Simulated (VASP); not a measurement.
# TlH3 in VASP: notebook

The runs below take TlH3 through single point, with PBE.

Everything below comes from runs of VASP 6.6.1. Logs are shortened: lines on timing, memory, paths and dates and some standing lists are left out, and cuts for length are marked.

## Step 1: The cell of the first run

The cell holds a molecule in a box, 4 atoms: a = 11.640 Å, b = 9.000 Å, c = 12.050 Å, α = 90.00°, β = 90.00°, γ = 90.00°.

## Step 2: Single point, PBE

Input file INCAR:

```
  PREC = Accurate
  ENCUT = 520
  EDIFF = 1E-7
  ISMEAR = 0
  SIGMA = 0.01
  LREAL = F
  LASPH = T
  NELM = 100
  ALGO = Normal
  ISIF = 2
  LWAVE = F
  LCHARG = F
  GGA = PE
  NBANDS = 16
```

Input file KPOINTS:

```
Automatic mesh
0
Gamma
  1 1 1
```

Input file POSCAR:

```
TlH3
1.0
   11.6400000000      0.0000000000      0.0000000000
    0.0000000000      9.0000000000      0.0000000000
    0.0000000000      0.0000000000     12.0500000000
Tl H
1 3
Direct
    0.4620489700      0.5000000000      0.5000290500
    0.3865979400      0.5000000000      0.6266141100
    0.3865979400      0.5000000000      0.3734439800
    0.6132354000      0.5000000000      0.5000290500
```

Potentials or basis: VASP PAW PBE potentials, release 64 (Tl_d, H).

The run is started by

```console
$ cat potpaw_PBE.64/Tl_d/POTCAR potpaw_PBE.64/H/POTCAR > POTCAR
$ mpirun -np 1 vasp_gam > vasp.out
```

OUTCAR:

```text
PREC = Accurate
   ENCUT = 520
   EDIFF = 1E-7
   ISMEAR = 0
   LREAL = F
   LASPH = T
   NELM = 100
   ISIF = 2
   GGA = PE

 ion  position               nearest neighbor table
   1  0.462  0.500  0.500-   4 1.76   2 1.76   3 1.76
   2  0.387  0.500  0.627-   1 1.76
   3  0.387  0.500  0.373-   1 1.76
   4  0.613  0.500  0.500-   1 1.76

  LATTYP: Found a simple orthorhombic cell.
 ALAT       =     9.0000000000
 B/A-ratio  =     1.2933333333
 C/A-ratio  =     1.3388888889

  Lattice vectors:

 A1 = (   0.0000000000,  -9.0000000000,   0.0000000000)
 A2 = (  11.6400000000,   0.0000000000,   0.0000000000)
 A3 = (   0.0000000000,   0.0000000000,  12.0500000000)

Analysis of symmetry for initial positions (statically):
=====================================================================
 Subroutine PRICEL returns:
 Original cell was already a primitive cell.

 Routine SETGRP: Setting up the symmetry group for a
 simple orthorhombic supercell.

 Subroutine GETGRP returns: Found  4 space group operations
 (whereof  2 operations were pure point group operations)
 out of a pool of  8 trial point group operations.

The static configuration has the point symmetry C_1h.
 The point group associated with its full space group is C_2v.

Analysis of symmetry for dynamics (positions and initial velocities):
=====================================================================
 Subroutine PRICEL returns:
 Original cell was already a primitive cell.

 Routine SETGRP: Setting up the symmetry group for a
 simple orthorhombic supercell.

 Subroutine GETGRP returns: Found  4 space group operations
 (whereof  2 operations were pure point group operations)
 out of a pool of  8 trial point group operations.

The dynamic configuration has the point symmetry C_1h.
 The point group associated with its full space group is C_2v.

 Subroutine INISYM returns: Found  4 space group operations
 (whereof  2 operations are pure point group operations),
 and found     1 'primitive' translations

----------------------------------------------------------------------------------------

                                     Primitive cell

  volume of cell :    1262.3580

  direct lattice vectors                    reciprocal lattice vectors
[... 64 lines left out ...]
   LASPH  =      T    aspherical Exc in radial PAW
   ENCUT  =  520.0 eV  38.22 Ry    6.18 a.u.  21.64 16.73 22.41*2*pi/ulx,y,z
   NELM   =    100;   NELMIN=  2; NELMDL= -5     # of ELM steps
   EDIFF  = 0.1E-06   stopping-criterion for ELM
   LREAL  =      F    real-space projection
   EDIFFG = 0.1E-05   stopping-criterion for IOM
   NSW    =      0    number of steps for IOM
   IBRION =     -1    ionic relax: 0-MD 1-quasi-New 2-CG
   NFREE  =      0    steps in history (QN), initial steepest desc. (CG)
   ISIF   =      2    stress and relaxation
   ISYM   =      2    0-nonsym 1-usesym 2-fastsym
   POTIM  = 0.5000    time-step for ionic-motion
   TEBEG  =    0.0;   TEEND  =   0.0 temperature during run
   PSTRESS=    0.0 pullay stress
   NELECT =      16.0000    total number of electrons
   NUPDOWN=      -1.0000    fix difference up-down
   EMIN   =  10.00;   EMAX   =-10.00  energy-range for DOS
   EFERMI =   0.00;   METHOD = LEGACY
   ISMEAR =     0;   SIGMA  =   0.01  broadening in eV -4-tet -1-fermi 0-gaus
   EFERMI_NEDOS =   21; number of points for ismear=-14 and -15
   IALGO  =     38    algorithm
   IMIX   =      4    mixing-type and parameters
     AMIX     =   0.40;   BMIX     =  1.00
     AMIX_MAG =   1.60;   BMIX_MAG =  1.00
  volume/ion in A,a.u.               =     315.59      2129.70
  Fermi-wavevector in a.u.,A,eV,Ry     =   0.381699  0.721306  1.982286  0.145694
  Thomas-Fermi vector in A             =   1.317390
   LORBIT       =      0    0 simple, 1 ext, 2 COOP (PROOUT), +10 PAW based schemes
   GGA     = PE    functional components
   LHFCALC =     F    Hartree Fock is set to
   AEXX    =    0.0000 exact exchange contribution
   IVDW    =     0    specifies the selected vdW correction
   LEPSILON=     F    determine dielectric tensor
   LRPA    =     F    only Hartree local field effects (RPA)
 non-spin polarized calculation
 Gauss-broadening in eV      SIGMA  =   0.01
  energy-cutoff  :      520.00
  volume of cell :     1262.36
 maximum number of plane-waves:     17018
 NGX is ok and might be reduce to    90
   NGX = 43   NGY = 33   NGZ = 45

 number of electron      15.9999998 magnetization

 Free energy of the ion-electron system (eV)
  ---------------------------------------------------
  ext. energy  EPLUGINS =         0.00000000
  ---------------------------------------------------
  free energy    TOTEN  =        -9.86862740 eV

  energy without entropy =       -9.86862740  energy(sigma->0) =       -9.86862740

 E-fermi :  -6.5192     XC(G=0):  -0.8988

 val. band max:       -6.6017897240   @ k =   0.0000   0.0000   0.0000
 cond. band min:      -2.3076630231   @ k =   0.0000   0.0000   0.0000
 fundamental gap:      4.2941267009
 Fermi energy:        -6.5192039383

 k-point     1 :       0.0000    0.0000    0.0000
  band No.  band energies     occupation
      1     -15.9781      2.00000
      2     -15.7818      2.00000
      3     -15.7798      2.00000
      4     -15.6628      2.00000
      5     -15.6625      2.00000
      6     -11.3705      2.00000
[... 8 lines left out ...]
     15       0.9544      0.00000
     16       1.0368      0.00000

------------------------ aborting loop because EDIFF is reached ----------------------------------------

  FORCE on cell =-STRESS in cart. coord.  units (eV):
  Direction    XX          YY          ZZ          XY          YZ          ZX
  --------------------------------------------------------------------------------------
  -------------------------------------------------------------------------------------
  Total       -0.1729936     -0.0438028     -0.1944125      0.0000000      0.0000000      0.0000000
  in kB       -0.2195625     -0.0555943     -0.2467473      0.0000000      0.0000000      0.0000000
  external PRESSURE =      -0.1739680 kB  Pullay stress =       0.0000000 kB

 VOLUME and BASIS-vectors are now :
 -----------------------------------------------------------------------------
  energy-cutoff  :      520.00
  volume of cell :     1262.36
      direct lattice vectors                 reciprocal lattice vectors
    11.640000000  0.000000000  0.000000000     0.085910653  0.000000000  0.000000000
     0.000000000  9.000000000  0.000000000     0.000000000  0.111111111  0.000000000
     0.000000000  0.000000000 12.050000000     0.000000000  0.000000000  0.082987552

 POSITION                                       TOTAL-FORCE (eV/Angst)
 -----------------------------------------------------------------------------------
      5.37825      4.50000      6.02535        -0.004063      0.000000      0.000000
      4.50000      4.50000      7.55070         0.025807      0.000000     -0.048873
      4.50000      4.50000      4.50000         0.025807      0.000000      0.048873
      7.13806      4.50000      6.02535        -0.047550      0.000000      0.000000
 -----------------------------------------------------------------------------------
    total drift:                                0.000479      0.000000      0.000003

  FREE ENERGIE OF THE ION-ELECTRON SYSTEM (eV)
  ---------------------------------------------------
  free  energy   TOTEN  =        -9.8686274031 eV

  energy  without entropy=       -9.8686274031  energy(sigma->0) =       -9.86862740
```

Run time: 84 s. Hardware: 1 thread of Intel Xeon Platinum 8259CL at 2.50GHz (Skylake/Cascade Lake), shared host; peak memory 0.92 GiB.

Results:

- Free energy: -9.8686 eV
- Largest force: 0.055 eV/Å
- Gap between the frontier levels: 4.29 eV

Forces in eV/Å, atoms in the order of the input:
```
Tl  -0.004  0.000  0.000
H    0.026  0.000 -0.049
H    0.026  0.000  0.049
H   -0.048  0.000  0.000
```

Caveat: spin-orbit coupling is left out, which moves the levels of the heavy elements.

## Step 3: Single point, PBE, non-collinear spin, zero start, spin-orbit coupling

Input file INCAR:

```
PREC = Accurate
ENCUT = 520
EDIFF = 1E-6
ISMEAR = 0
SIGMA = 0.01
LREAL = F
LASPH = T
NELM = 150
ALGO = Normal
ISIF = 2
LWAVE = F
LCHARG = F
MAGMOM = 0 0 0 0 0 0 0 0 0 0 0 0
LORBIT = 11
LSORBIT = T
GGA_COMPAT = F
LORBMOM = T
GGA = PE
NBANDS = 30
```

Input file KPOINTS:

```
regular mesh
0
Gamma
  1 1 1
```

POSCAR is that of step 2.

Potentials or basis: VASP PAW PBE potentials, release 64 (Tl_d, H).

The run is started by

```console
$ cat potpaw_PBE.64/Tl_d/POTCAR potpaw_PBE.64/H/POTCAR > POTCAR
$ mpirun -np 1 vasp_ncl > vasp.out
```

It took 7.9 min on 1 thread of Intel Xeon Platinum 8259CL at 2.50GHz (Skylake/Cascade Lake), shared host; peak memory 2.9 GiB.

The run converged. Its results:

| Quantity | Value |
| --- | --- |
| Free energy | -10.2209 eV |
| Largest force | 0.148 eV/Å |
| Net moment | 0.00 μB per cell |
| Valence electrons inside the program's atomic spheres | Tl 11.39; H 0.51 |

Forces on the atoms (eV/Å):
```
Tl  -0.004  0.000  0.000
H    0.072  0.000 -0.129
H    0.072  0.000  0.129
H   -0.141  0.000  0.000
```

Moments on the atoms (μB; x, y, z):
```
Tl  0.00 0.00 0.00
H   0.00 0.00 0.00
H   0.00 0.00 0.00
H   0.00 0.00 0.00
```
